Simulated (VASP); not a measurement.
# SnSe (Fm-3m) in VASP: further runs

Aim: see how the results for SnSe move with the level of theory and the settings. Levels: PBEsol, HSE06, HF. Tasks: single point.

Everything below comes from runs of VASP 6.6.1. Logs are shortened: lines on timing, memory, paths and dates and some standing lists are left out, and cuts for length are marked.

## (1) The cell of the first run

Symmetry: Fm-3m, No. 225, cubic system. The conventional cell has a = 5.970 Å, b = 5.970 Å, c = 5.970 Å, α = 90.00°, β = 90.00°, γ = 90.00°. Sn (site symmetry m-3m) has 6 Se at 2.98 Å within 3.9 Å. Within 3.9 Å of Se (site symmetry m-3m) lie 6 Sn at 2.98 Å.

## (2) Single point, PBEsol

File INCAR:

```
SYSTEM = SnSe
PREC = Accurate
ENCUT = 500
EDIFF = 1E-6
ISMEAR = 0
SIGMA = 0.01
LREAL = .FALSE.
LASPH = .TRUE.
NELM = 120
ALGO = Normal
ISIF = 2
LWAVE = .FALSE.
LCHARG = .FALSE.
GGA = PS
ISYM = 0
NBANDS = 17
GGA_COMPAT = .FALSE.
```

File KPOINTS:

```
Automatic mesh
0
G
  6 6 6
  0 0 0
```

File POSCAR:

```
SnSe
1.0
    0.0000000000      2.9848894956      2.9848894956
    2.9848894956      0.0000000000      2.9848894956
    2.9848894956      2.9848894956      0.0000000000
Sn Se
1 1
Direct
    0.0000000000      0.0000000000      0.0000000000
    0.5000000000      0.5000000000      0.5000000000
```

Potentials or basis: VASP PAW PBE potentials, release 64 (Sn_d, Se).

Started as:

```bash
$ cat potpaw_PBE.64/Sn_d/POTCAR potpaw_PBE.64/Se/POTCAR > POTCAR
$ mpirun -np 1 vasp_std > vasp.out
```

OUTCAR:

```text
SYSTEM = SnSe
   PREC = Accurate
   ENCUT = 500
   EDIFF = 1E-6
   ISMEAR = 0
   LREAL = .FALSE.
   LASPH = .TRUE.
   NELM = 120
   ISIF = 2
   GGA = PS
   ISYM = 0

 ion  position               nearest neighbor table
   1  0.000  0.000  0.000-   2 2.98   2 2.98   2 2.98   2 2.98   2 2.98   2 2.98
   2  0.500  0.500  0.500-   1 2.98   1 2.98   1 2.98   1 2.98   1 2.98   1 2.98

IMPORTANT INFORMATION: All symmetrisations will be switched off!
NOSYMM: (Re-)initialisation of all symmetry stuff for point group C_1.

----------------------------------------------------------------------------------------

                                     Primitive cell

  volume of cell :      53.1881

  direct lattice vectors                    reciprocal lattice vectors
     0.000000000  2.984889496  2.984889496    -0.167510389  0.167510389  0.167510389
     2.984889496  0.000000000  2.984889496     0.167510389 -0.167510389  0.167510389
     2.984889496  2.984889496  0.000000000     0.167510389  0.167510389 -0.167510389

  length of vectors
     4.221271207  4.221271207  4.221271207     0.290136504  0.290136504  0.290136504

  position of ions in fractional coordinates (direct lattice)
     0.000000000  0.000000000  0.000000000
     0.500000000  0.500000000  0.500000000

  ion indices of the primitive-cell ions
   primitive index   ion index
                 1           1
                 2           2

----------------------------------------------------------------------------------------

 KPOINTS: Automatic mesh

Automatic generation of k-mesh.
 Grid dimensions read from file:
 generate k-points for:    6    6    6

 Generating k-lattice:

  Cartesian coordinates                     Fractional coordinates (reciprocal lattice)
    -0.027918398  0.027918398  0.027918398     0.166666667  0.000000000  0.000000000
     0.027918398 -0.027918398  0.027918398     0.000000000  0.166666667  0.000000000
     0.027918398  0.027918398 -0.027918398     0.000000000  0.000000000  0.166666667

  Length of vectors
     0.048356084  0.048356084  0.048356084

  Shift w.r.t. Gamma in fractional coordinates (k-lattice)
     0.000000000  0.000000000  0.000000000

 Subroutine IBZKPT returns following result:
 ===========================================

 Found    112 irreducible k-points:

 Following reciprocal coordinates:
            Coordinates               Weight
  0.000000  0.000000  0.000000      1.000000
  0.166667  0.000000  0.000000      2.000000
  0.000000  0.166667  0.000000      2.000000
  0.000000  0.000000  0.166667      2.000000
  0.166667  0.166667  0.166667      2.000000
  0.333333  0.000000  0.000000      2.000000
[... 16 lines left out ...]
  0.166667 -0.166667 -0.166667      2.000000
  0.333333  0.333333  0.166667      2.000000
 [... further k-points ...]
   k-points           NKPTS =    112   k-points in BZ     NKDIM =    112   number of bands    NBANDS=     17
   number of dos      NEDOS =    301   number of ions     NIONS =      2
   total plane-waves  NPLWV =  32768
   dimension x,y,z NGX =    32 NGY =   32 NGZ =   32
   dimension x,y,z NGXF=    64 NGYF=   64 NGZF=   64
   ions per type =               1   1
   NGX,Y,Z   is equivalent  to a cutoff of  12.60, 12.60, 12.60 a.u.
   NGXF,Y,Z  is equivalent  to a cutoff of  25.21, 25.21, 25.21 a.u.
 SYSTEM =  SnSe
   PREC   = accura    normal or accurate (medium, high low for compatibility)
   ISTART =      0    job   : 0-new  1-cont  2-samecut
   ICHARG =      2    charge: 1-file 2-atom 10-const
   ISPIN  =      1    spin polarized calculation?
   LNONCOLLINEAR =      F non collinear calculations
   LSORBIT =      F    spin-orbit coupling
   LASPH  =      T    aspherical Exc in radial PAW
   ENCUT  =  500.0 eV  36.75 Ry    6.06 a.u.   7.70  7.70  7.70*2*pi/ulx,y,z
   NELM   =    120;   NELMIN=  2; NELMDL= -5     # of ELM steps
   EDIFF  = 0.1E-05   stopping-criterion for ELM
   LREAL  =      F    real-space projection
   EDIFFG = 0.1E-04   stopping-criterion for IOM
   NSW    =      0    number of steps for IOM
   IBRION =     -1    ionic relax: 0-MD 1-quasi-New 2-CG
   NFREE  =      0    steps in history (QN), initial steepest desc. (CG)
   ISIF   =      2    stress and relaxation
   ISYM   =      0    0-nonsym 1-usesym 2-fastsym
   POTIM  = 0.5000    time-step for ionic-motion
   TEBEG  =    0.0;   TEEND  =   0.0 temperature during run
   PSTRESS=    0.0 pullay stress
   NELECT =      20.0000    total number of electrons
   NUPDOWN=      -1.0000    fix difference up-down
   EMIN   =  10.00;   EMAX   =-10.00  energy-range for DOS
   EFERMI =   0.00;   METHOD = LEGACY
   ISMEAR =     0;   SIGMA  =   0.01  broadening in eV -4-tet -1-fermi 0-gaus
   EFERMI_NEDOS =   21; number of points for ismear=-14 and -15
   IALGO  =     38    algorithm
   IMIX   =      4    mixing-type and parameters
     AMIX     =   0.40;   BMIX     =  1.00
     AMIX_MAG =   1.60;   BMIX_MAG =  1.00
  volume/ion in A,a.u.               =      26.59       179.47
  Fermi-wavevector in a.u.,A,eV,Ry     =   1.181626  2.232949 18.996987  1.396239
  Thomas-Fermi vector in A             =   2.317895
   LORBIT       =      0    0 simple, 1 ext, 2 COOP (PROOUT), +10 PAW based schemes
   GGA     = PS    functional components
   LHFCALC =     F    Hartree Fock is set to
   AEXX    =    0.0000 exact exchange contribution
   IVDW    =     0    specifies the selected vdW correction
   LEPSILON=     F    determine dielectric tensor
   LRPA    =     F    only Hartree local field effects (RPA)
 non-spin polarized calculation
 Gauss-broadening in eV      SIGMA  =   0.01
  energy-cutoff  :      500.00
  volume of cell :       53.19
 maximum number of plane-waves:      1363
   NGX = 15   NGY = 15   NGZ = 15

 number of electron      20.0000008 magnetization

 Free energy of the ion-electron system (eV)
  ---------------------------------------------------
  ext. energy  EPLUGINS =         0.00000000
  ---------------------------------------------------
  free energy    TOTEN  =        -9.00606219 eV

  energy without entropy =       -9.00606219  energy(sigma->0) =       -9.00606219

 E-fermi :   5.7628     XC(G=0):  -9.8954

 val. band max:        5.6141207164   @ k =   0.5000   0.5000   0.5000
 cond. band min:       6.3720096129   @ k =   0.0000   0.0000   0.5000
 fundamental gap:      0.7578888966
 Fermi energy:         5.7628430193

 k-point     1 :       0.0000    0.0000    0.0000
  band No.  band energies     occupation
      1     -15.7668      2.00000
      2     -15.7668      2.00000
      3     -15.7660      2.00000
      4     -15.7660      2.00000
      5     -15.7660      2.00000
      6      -8.3438      2.00000
[... 9 lines left out ...]
     16      11.4930      0.00000
     17      13.7399      0.00000

 k-point     2 :       0.1667    0.0000    0.0000
  band No.  band energies     occupation
      1     -15.7690      2.00000
      2     -15.7690      2.00000
      3     -15.7652      2.00000
      4     -15.7624      2.00000
      5     -15.7624      2.00000
      6      -8.1431      2.00000
[... 9 lines left out ...]
     16      12.1394      0.00000
     17      15.6522      0.00000

 k-point     3 :       0.0000    0.1667    0.0000
  band No.  band energies     occupation
      1     -15.7690      2.00000
      2     -15.7690      2.00000
      3     -15.7652      2.00000
      4     -15.7624      2.00000
      5     -15.7624      2.00000
      6      -8.1431      2.00000
[... 9 lines left out ...]
     16      12.1394      0.00000
     17      15.6084      0.00000

 k-point     4 :       0.0000    0.0000    0.1667
  band No.  band energies     occupation
      1     -15.7690      2.00000
      2     -15.7690      2.00000
      3     -15.7652      2.00000
      4     -15.7624      2.00000
      5     -15.7624      2.00000
      6      -8.1431      2.00000
[... 9 lines left out ...]
     16      12.1394      0.00000
     17      15.6120      0.00000

 k-point     5 :       0.1667    0.1667    0.1667
  band No.  band energies     occupation
      1     -15.7690      2.00000
      2     -15.7690      2.00000
      3     -15.7652      2.00000
      4     -15.7624      2.00000
      5     -15.7624      2.00000
      6      -8.1431      2.00000
[... 9 lines left out ...]
     16      12.1394      0.00000
     17      15.6110      0.00000

 k-point     6 :       0.3333    0.0000    0.0000
  band No.  band energies     occupation
      1     -15.7736      2.00000
      2     -15.7736      2.00000
      3     -15.7639      2.00000
      4     -15.7550      2.00000
      5     -15.7550      2.00000
      6      -7.6592      2.00000
[... 9 lines left out ...]
     16      13.8056      0.00000
     17      17.6281      0.00000
[... 281 lines left out ...]
 k-point    21 :       0.3333    0.1667    0.3333
  band No.  band energies     occupation
      1     -15.7789      2.00000
      2     -15.7670      2.00000
      3     -15.7668      2.00000
      4     -15.7565      2.00000
      5     -15.7540      2.00000
      6      -7.6818      2.00000
[... 9 lines left out ...]
     16      14.7395      0.00000
     17      16.3933      0.00000

 k-point    22 :       0.1667    0.3333    0.0000
  band No.  band energies     occupation
      1     -15.7789      2.00000
      2     -15.7670      2.00000
      3     -15.7668      2.00000
      4     -15.7565      2.00000
      5     -15.7540      2.00000
      6      -7.6818      2.00000
[... 9 lines left out ...]
     16      14.7395      0.00000
     17      16.3936      0.00000

 k-point    23 :       0.1667   -0.1667   -0.1667
  band No.  band energies     occupation
      1     -15.7789      2.00000
      2     -15.7670      2.00000
      3     -15.7668      2.00000
      4     -15.7565      2.00000
      5     -15.7540      2.00000
      6      -7.6818      2.00000
[... 9 lines left out ...]
     16      14.7395      0.00000
     17      16.3934      0.00000

 k-point    24 :       0.3333    0.3333    0.1667
  band No.  band energies     occupation
      1     -15.7789      2.00000
      2     -15.7670      2.00000
      3     -15.7668      2.00000
      4     -15.7565      2.00000
      5     -15.7540      2.00000
      6      -7.6818      2.00000
[... 9 lines left out ...]
     16      14.7395      0.00000
     17      16.3943      0.00000

 [... further k-points ...]

------------------------ aborting loop because EDIFF is reached ----------------------------------------

  FORCE on cell =-STRESS in cart. coord.  units (eV):
  Direction    XX          YY          ZZ          XY          YZ          ZX
  --------------------------------------------------------------------------------------
  -------------------------------------------------------------------------------------
  Total       -0.3327027     -0.3326902     -0.3326959      0.0000059      0.0000019      0.0000036
  in kB      -10.0219493    -10.0215726    -10.0217443      0.0001771      0.0000566      0.0001083
  external PRESSURE =     -10.0217554 kB  Pullay stress =       0.0000000 kB

 VOLUME and BASIS-vectors are now :
 -----------------------------------------------------------------------------
  energy-cutoff  :      500.00
  volume of cell :       53.19
      direct lattice vectors                 reciprocal lattice vectors
     0.000000000  2.984889496  2.984889496    -0.167510389  0.167510389  0.167510389
     2.984889496  0.000000000  2.984889496     0.167510389 -0.167510389  0.167510389
     2.984889496  2.984889496  0.000000000     0.167510389  0.167510389 -0.167510389

 POSITION                                       TOTAL-FORCE (eV/Angst)
 -----------------------------------------------------------------------------------
      0.00000      0.00000      0.00000         0.000003      0.000003      0.000001
      2.98489      2.98489      2.98489        -0.000003     -0.000003     -0.000001
 -----------------------------------------------------------------------------------
    total drift:                               -0.000003     -0.000000     -0.000006

  FREE ENERGIE OF THE ION-ELECTRON SYSTEM (eV)
  ---------------------------------------------------
  free  energy   TOTEN  =        -9.0060621926 eV

  energy  without entropy=       -9.0060621926  energy(sigma->0) =       -9.00606219
```

Wall time 84 s (1 thread of AMD EPYC 7R43 (Zen 3), shared host); peak memory 0.21 GiB.

Results:

| Item | Value |
| --- | --- |
| Free energy | -9.0061 eV |
| Pressure | -1.0 GPa |
| Band gap on the k mesh | 0.76 eV |

Caveat: the PAW data sets were made with another functional, which shifts forces and pressure a little; spin-orbit coupling is left out, which moves the levels of the heavy elements.

(Continued in part 2 of 2.)
